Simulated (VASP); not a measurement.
A run of VASP 6.6.1 is set up as follows.

The input INCAR:

```
  PREC = Accurate
  ENCUT = 520
  EDIFF = 1E-8
  ISMEAR = -1
  SIGMA = 0.03
  LREAL = False
  LASPH = True
  NELM = 60
  ALGO = Normal
  ISIF = 2
  LWAVE = False
  LCHARG = False
  GGA = PE
  LEFG = True
  NBANDS = 12
```

Contents of KPOINTS:

```
Automatic mesh
0
Gamma
  15 15 15
```

The input POSCAR:

```
Sc
1.0
    0.0000000000      2.3077279282      2.3077279282
    2.3077279282      0.0000000000      2.3077279282
    2.3077279282      2.3077279282      0.0000000000
Sc
1
Direct
    0.0000000000      0.0000000000      0.0000000000
```

Potentials or basis: VASP PAW PBE potentials, release 64 (Sc_sv).

Launch:

```sh
$ cat potpaw_PBE.64/Sc_sv/POTCAR > POTCAR
$ mpirun -np 1 vasp_std > vasp.out
```

**Question.** Predict the pressure.

**Answer.** 0.2 GPa.

**Question.** What does it give for the band gap on the k mesh?

**Answer.** Zero (an odd number of electrons rules out a gap without spin polarisation).
